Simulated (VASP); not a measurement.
# GaO4 (P-43m) in VASP: notebook

Runs on GaO4. Level: PBE. Tasks: single point, relaxation of cell and atoms.

Program: VASP 6.6.1. These are calculated values, not measurements. Logs are shortened: lines on timing, memory, paths and dates and some standing lists are left out, and cuts for length are marked.

### Step 1. The cell of the first run

Symmetry: P-43m, No. 215, cubic system. Conventional cell: a = 4.067 Å, b = 4.067 Å, c = 4.067 Å, α = 90.00°, β = 90.00°, γ = 90.00°. Ga (site symmetry -43m) has 4 O at 1.72 Å within 2.3 Å. O (site symmetry 3m) has 1 Ga at 1.72 Å within 2.3 Å.

The cell was built from a structure type or drawn by symmetry, and may not be a known phase.

### Step 2. Single point, PBE

INCAR reads:

```
PREC = Accurate
ENCUT = 520
EDIFF = 1E-7
ISMEAR = 0
SIGMA = 0.1
LREAL = False
LASPH = True
NELM = 80
ALGO = Normal
ISIF = 2
LWAVE = False
LCHARG = False
GGA = PE
NBANDS = 26
```

KPOINTS reads:

```
regular mesh
0
Gamma
  4 4 4
```

POSCAR reads:

```
GaO4
1.0
    4.0666167200      0.0000000000      0.0000000000
    0.0000000000      4.0666167200      0.0000000000
    0.0000000000      0.0000000000      4.0666167200
Ga O
1 4
Direct
    0.0000000000      0.0000000000      0.0000000000
    0.2437810800      0.7562189200      0.7562189200
    0.7562189200      0.2437810800      0.7562189200
    0.7562189200      0.7562189200      0.2437810800
    0.2437810800      0.2437810800      0.2437810800
```

Potentials or basis: VASP PAW PBE potentials, release 64 (Ga_d, O).

Command:

```console
$ cat potpaw_PBE.64/Ga_d/POTCAR potpaw_PBE.64/O/POTCAR > POTCAR
$ mpirun -np 1 vasp_std > vasp.out
```

OUTCAR:

```text
PREC = Accurate
   ENCUT = 520
   EDIFF = 1E-7
   ISMEAR = 0
   LREAL = False
   LASPH = True
   NELM = 80
   ISIF = 2
   GGA = PE

 ion  position               nearest neighbor table
   1  0.000  0.000  0.000-   2 1.72   3 1.72   4 1.72   5 1.72
   2  0.244  0.756  0.756-   1 1.72
   3  0.756  0.244  0.756-   1 1.72
   4  0.756  0.756  0.244-   1 1.72
   5  0.244  0.244  0.244-   1 1.72

  LATTYP: Found a simple cubic cell.
 ALAT       =     4.0666167200

  Lattice vectors:

 A1 = (   4.0666167200,   0.0000000000,   0.0000000000)
 A2 = (   0.0000000000,   4.0666167200,   0.0000000000)
 A3 = (   0.0000000000,   0.0000000000,   4.0666167200)

Analysis of symmetry for initial positions (statically):
=====================================================================
 Subroutine PRICEL returns:
 Original cell was already a primitive cell.

 Routine SETGRP: Setting up the symmetry group for a
 simple cubic supercell.

 Subroutine GETGRP returns: Found 24 space group operations
 (whereof 24 operations were pure point group operations)
 out of a pool of 48 trial point group operations.

The static configuration has the point symmetry T_d .

Analysis of symmetry for dynamics (positions and initial velocities):
=====================================================================
 Subroutine PRICEL returns:
 Original cell was already a primitive cell.

 Routine SETGRP: Setting up the symmetry group for a
 simple cubic supercell.

 Subroutine GETGRP returns: Found 24 space group operations
 (whereof 24 operations were pure point group operations)
 out of a pool of 48 trial point group operations.

The dynamic configuration has the point symmetry T_d .

 Subroutine INISYM returns: Found 24 space group operations
 (whereof 24 operations are pure point group operations),
 and found     1 'primitive' translations

----------------------------------------------------------------------------------------

                                     Primitive cell

  volume of cell :      67.2512

  direct lattice vectors                    reciprocal lattice vectors
     4.066616720  0.000000000  0.000000000     0.245904660  0.000000000  0.000000000
     0.000000000  4.066616720  0.000000000     0.000000000  0.245904660  0.000000000
     0.000000000  0.000000000  4.066616720     0.000000000  0.000000000  0.245904660

  length of vectors
     4.066616720  4.066616720  4.066616720     0.245904660  0.245904660  0.245904660

  position of ions in fractional coordinates (direct lattice)
     0.000000000  0.000000000  0.000000000
     0.243781080  0.756218920  0.756218920
     0.756218920  0.243781080  0.756218920
     0.756218920  0.756218920  0.243781080
     0.243781080  0.243781080  0.243781080

  ion indices of the primitive-cell ions
   primitive index   ion index
                 1           1
                 2           2
                 3           3
                 4           4
                 5           5

----------------------------------------------------------------------------------------

 KPOINTS: regular mesh

Automatic generation of k-mesh.
 Grid dimensions read from file:
 generate k-points for:    4    4    4

 Generating k-lattice:

  Cartesian coordinates                     Fractional coordinates (reciprocal lattice)
     0.061476165  0.000000000  0.000000000     0.250000000  0.000000000  0.000000000
     0.000000000  0.061476165  0.000000000     0.000000000  0.250000000  0.000000000
     0.000000000  0.000000000  0.061476165     0.000000000  0.000000000  0.250000000

  Length of vectors
     0.061476165  0.061476165  0.061476165

  Shift w.r.t. Gamma in fractional coordinates (k-lattice)
     0.000000000  0.000000000  0.000000000

 Subroutine IBZKPT returns following result:
 ===========================================

 Found     10 irreducible k-points:

 Following reciprocal coordinates:
            Coordinates               Weight
  0.000000  0.000000  0.000000      1.000000
  0.250000  0.000000  0.000000      6.000000
  0.500000  0.000000  0.000000      3.000000
  0.250000  0.250000  0.000000     12.000000
  0.500000  0.250000  0.000000     12.000000
  0.500000  0.500000  0.000000      3.000000
  0.250000  0.250000  0.250000      8.000000
  0.500000  0.250000  0.250000     12.000000
  0.500000  0.500000  0.250000      6.000000
  0.500000  0.500000  0.500000      1.000000
   k-points           NKPTS =     10   k-points in BZ     NKDIM =     10   number of bands    NBANDS=     26
   number of dos      NEDOS =    301   number of ions     NIONS =      5
   total plane-waves  NPLWV =  27000
   dimension x,y,z NGX =    30 NGY =   30 NGZ =   30
   dimension x,y,z NGXF=    60 NGYF=   60 NGZF=   60
   ions per type =               1   4
   NGX,Y,Z   is equivalent  to a cutoff of  12.26, 12.26, 12.26 a.u.
   NGXF,Y,Z  is equivalent  to a cutoff of  24.53, 24.53, 24.53 a.u.
 SYSTEM =  unknown system
   PREC   = accura    normal or accurate (medium, high low for compatibility)
   ISTART =      0    job   : 0-new  1-cont  2-samecut
   ICHARG =      2    charge: 1-file 2-atom 10-const
   ISPIN  =      1    spin polarized calculation?
   LNONCOLLINEAR =      F non collinear calculations
   LSORBIT =      F    spin-orbit coupling
   LASPH  =      T    aspherical Exc in radial PAW
   ENCUT  =  520.0 eV  38.22 Ry    6.18 a.u.   7.56  7.56  7.56*2*pi/ulx,y,z
   NELM   =     80;   NELMIN=  2; NELMDL= -5     # of ELM steps
   EDIFF  = 0.1E-06   stopping-criterion for ELM
   LREAL  =      F    real-space projection
   EDIFFG = 0.1E-05   stopping-criterion for IOM
   NSW    =      0    number of steps for IOM
   IBRION =     -1    ionic relax: 0-MD 1-quasi-New 2-CG
   NFREE  =      0    steps in history (QN), initial steepest desc. (CG)
   ISIF   =      2    stress and relaxation
   ISYM   =      2    0-nonsym 1-usesym 2-fastsym
   POTIM  = 0.5000    time-step for ionic-motion
   TEBEG  =    0.0;   TEEND  =   0.0 temperature during run
   PSTRESS=    0.0 pullay stress
   NELECT =      37.0000    total number of electrons
   NUPDOWN=      -1.0000    fix difference up-down
   EMIN   =  10.00;   EMAX   =-10.00  energy-range for DOS
   EFERMI =   0.00;   METHOD = LEGACY
   ISMEAR =     0;   SIGMA  =   0.10  broadening in eV -4-tet -1-fermi 0-gaus
   EFERMI_NEDOS =   21; number of points for ismear=-14 and -15
   IALGO  =     38    algorithm
   IMIX   =      4    mixing-type and parameters
     AMIX     =   0.40;   BMIX     =  1.00
     AMIX_MAG =   1.60;   BMIX_MAG =  1.00
  volume/ion in A,a.u.               =      13.45        90.77
  Fermi-wavevector in a.u.,A,eV,Ry     =   1.341453  2.534979 24.483636  1.799496
  Thomas-Fermi vector in A             =   2.469685
   LORBIT       =      0    0 simple, 1 ext, 2 COOP (PROOUT), +10 PAW based schemes
   GGA     = PE    functional components
   LHFCALC =     F    Hartree Fock is set to
   AEXX    =    0.0000 exact exchange contribution
   IVDW    =     0    specifies the selected vdW correction
   LEPSILON=     F    determine dielectric tensor
   LRPA    =     F    only Hartree local field effects (RPA)
 non-spin polarized calculation
 Gauss-broadening in eV      SIGMA  =   0.10
  energy-cutoff  :      520.00
  volume of cell :       67.25
 maximum number of plane-waves:      1856
   NGX = 15   NGY = 15   NGZ = 15

 number of electron      37.0000051 magnetization

 Free energy of the ion-electron system (eV)
  ---------------------------------------------------
  ext. energy  EPLUGINS =         0.00000000
  ---------------------------------------------------
  free energy    TOTEN  =       -17.46214455 eV

  energy without entropy =      -17.40314102  energy(sigma->0) =      -17.43264278

 E-fermi :  -1.4866     XC(G=0):  -9.5258

 val. band max:       -1.4869895219   @ k =   0.5000   0.2500   0.2500
 cond. band min:      -1.4636373751   @ k =   0.5000   0.5000   0.2500
 fundamental gap:      0.0233521468
 Fermi energy:        -1.4865984193

 k-point     1 :       0.0000    0.0000    0.0000
  band No.  band energies     occupation
      1     -19.2772      2.00000
      2     -18.1066      2.00000
      3     -18.1066      2.00000
      4     -18.1066      2.00000
      5     -13.6684      2.00000
      6     -13.6684      2.00000
[... 18 lines left out ...]
     25       9.7690      0.00000
     26      13.4537      0.00000

 k-point     2 :       0.2500    0.0000    0.0000
  band No.  band energies     occupation
      1     -19.1252      2.00000
      2     -18.2521      2.00000
      3     -18.1077      2.00000
      4     -18.1077      2.00000
      5     -13.6660      2.00000
      6     -13.6522      2.00000
[... 18 lines left out ...]
     25      10.4183      0.00000
     26      13.7708      0.00000

 k-point     3 :       0.5000    0.0000    0.0000
  band No.  band energies     occupation
      1     -18.8752      2.00000
      2     -18.4964      2.00000
      3     -18.1088      2.00000
      4     -18.1088      2.00000
      5     -13.6637      2.00000
      6     -13.6315      2.00000
[... 18 lines left out ...]
     25      11.1859      0.00000
     26      14.2733      0.00000

 k-point     4 :       0.2500    0.2500    0.0000
  band No.  band energies     occupation
      1     -18.9883      2.00000
      2     -18.2351      2.00000
      3     -18.2291      2.00000
      4     -18.1270      2.00000
      5     -13.6569      2.00000
      6     -13.6437      2.00000
[... 18 lines left out ...]
     25      10.9542      0.00000
     26      14.0104      0.00000

 k-point     5 :       0.5000    0.2500    0.0000
  band No.  band energies     occupation
      1     -18.7625      2.00000
      2     -18.4454      2.00000
      3     -18.1972      2.00000
      4     -18.1609      2.00000
      5     -13.6528      2.00000
      6     -13.6264      2.00000
[... 18 lines left out ...]
     25      11.6097      0.00000
     26      14.4693      0.00000

 k-point     6 :       0.5000    0.5000    0.0000
  band No.  band energies     occupation
      1     -18.5762      2.00000
      2     -18.3585      2.00000
      3     -18.3585      2.00000
      4     -18.2482      2.00000
      5     -13.6444      2.00000
      6     -13.6155      2.00000
[... 18 lines left out ...]
     25      12.0715      0.00000
     26      13.2630      0.00000

 k-point     7 :       0.2500    0.2500    0.2500
  band No.  band energies     occupation
      1     -18.8674      2.00000
      2     -18.2346      2.00000
      3     -18.2346      2.00000
      4     -18.2203      2.00000
      5     -13.6419      2.00000
      6     -13.6419      2.00000
[... 18 lines left out ...]
     25      10.9402      0.00000
     26      13.7926      0.00000

 k-point     8 :       0.5000    0.2500    0.2500
  band No.  band energies     occupation
      1     -18.6682      2.00000
      2     -18.4115      2.00000
      3     -18.2344      2.00000
      4     -18.2210      2.00000
      5     -13.6401      2.00000
      6     -13.6237      2.00000
[... 18 lines left out ...]
     25      11.5837      0.00000
     26      13.4403      0.00000

 k-point     9 :       0.5000    0.5000    0.2500
  band No.  band energies     occupation
      1     -18.5122      2.00000
      2     -18.3569      2.00000
      3     -18.3569      2.00000
      4     -18.2780      2.00000
      5     -13.6306      2.00000
      6     -13.6148      2.00000
[... 18 lines left out ...]
     25      11.8677      0.00000
     26      12.7785      0.00000

 k-point    10 :       0.5000    0.5000    0.5000
  band No.  band energies     occupation
      1     -18.4005      2.00000
      2     -18.3554      2.00000
      3     -18.3554      2.00000
      4     -18.3554      2.00000
      5     -13.6141      2.00000
      6     -13.6141      2.00000
[... 18 lines left out ...]
     25      11.3219      0.00000
     26      13.5931      0.00000

------------------------ aborting loop because EDIFF is reached ----------------------------------------

  FORCE on cell =-STRESS in cart. coord.  units (eV):
  Direction    XX          YY          ZZ          XY          YZ          ZX
  --------------------------------------------------------------------------------------
  -------------------------------------------------------------------------------------
  Total        5.1562849      5.1562849      5.1562849      0.0000000      0.0000000      0.0000000
  in kB      122.8422507    122.8422507    122.8422507      0.0000000      0.0000000      0.0000000
  external PRESSURE =     122.8422507 kB  Pullay stress =       0.0000000 kB

 VOLUME and BASIS-vectors are now :
 -----------------------------------------------------------------------------
  energy-cutoff  :      520.00
  volume of cell :       67.25
      direct lattice vectors                 reciprocal lattice vectors
     4.066616720  0.000000000  0.000000000     0.245904660  0.000000000  0.000000000
     0.000000000  4.066616720  0.000000000     0.000000000  0.245904660  0.000000000
     0.000000000  0.000000000  4.066616720     0.000000000  0.000000000  0.245904660

 POSITION                                       TOTAL-FORCE (eV/Angst)
 -----------------------------------------------------------------------------------
      0.00000      0.00000      0.00000         0.000000     -0.000000      0.000000
      0.99136      3.07525      3.07525         1.998385     -1.998385     -1.998385
      3.07525      0.99136      3.07525        -1.998385      1.998385     -1.998385
      3.07525      3.07525      0.99136        -1.998385     -1.998385      1.998385
      0.99136      0.99136      0.99136         1.998385      1.998385      1.998385
 -----------------------------------------------------------------------------------
    total drift:                                0.000000      0.000000      0.000000

  FREE ENERGIE OF THE ION-ELECTRON SYSTEM (eV)
  ---------------------------------------------------
  free  energy   TOTEN  =       -17.4621445489 eV

  energy  without entropy=      -17.4031410203  energy(sigma->0) =      -17.43264278
```

Run time: 25 s. Hardware: 1 thread of Intel Xeon 8259CL, shared host; peak memory 0.17 GiB.

What came out:

```yaml
Free_energy: -17.4621 eV
Pressure: 12.3 GPa
Largest_force: 3.461 eV/Å
Band_gap_on_the_k_mesh: zero (an odd number of electrons rules out a gap without spin polarisation)
```

Forces in eV/Å, atoms in the order of the input:
```
Ga   0.000  0.000  0.000
O    1.998 -1.998 -1.998
O   -1.998  1.998 -1.998
O   -1.998 -1.998  1.998
O    1.998  1.998  1.998
```

Levels at points of the mesh, in eV from the Fermi level:
| k point | band 15 | band 16 | band 17 | band 18 | band 19 | band 20 | band 21 | band 22 | band 23 | band 24 |
| --- | --- | --- | --- | --- | --- | --- | --- | --- | --- | --- |
| (0.00, 0.00, 0.00) | -1.50 | -0.46 | -0.46 | -0.46 | 0.53 | 0.53 | 0.53 | 7.33 | 11.26 | 11.26 |
| (0.50, 0.00, 0.00) | -1.25 | -1.06 | -1.05 | -0.20 | -0.20 | 0.18 | 0.18 | 9.25 | 10.86 | 12.67 |
| (0.50, 0.50, 0.00) | -1.09 | -1.03 | -0.40 | -0.03 | -0.03 | 0.19 | 0.24 | 10.24 | 12.36 | 12.36 |
| (0.50, 0.50, 0.50) | -0.16 | -0.16 | 0.18 | 0.18 | 0.18 | 0.27 | 0.27 | 10.24 | 12.81 | 12.81 |

Caveat: the k points lie up to 0.39 Å⁻¹ apart, too coarse for converged energies and pressures of a metal; an odd number of electrons without spin polarisation forces a metal; a magnetic or distorted state may lie lower.

[end of part 1 of 3]
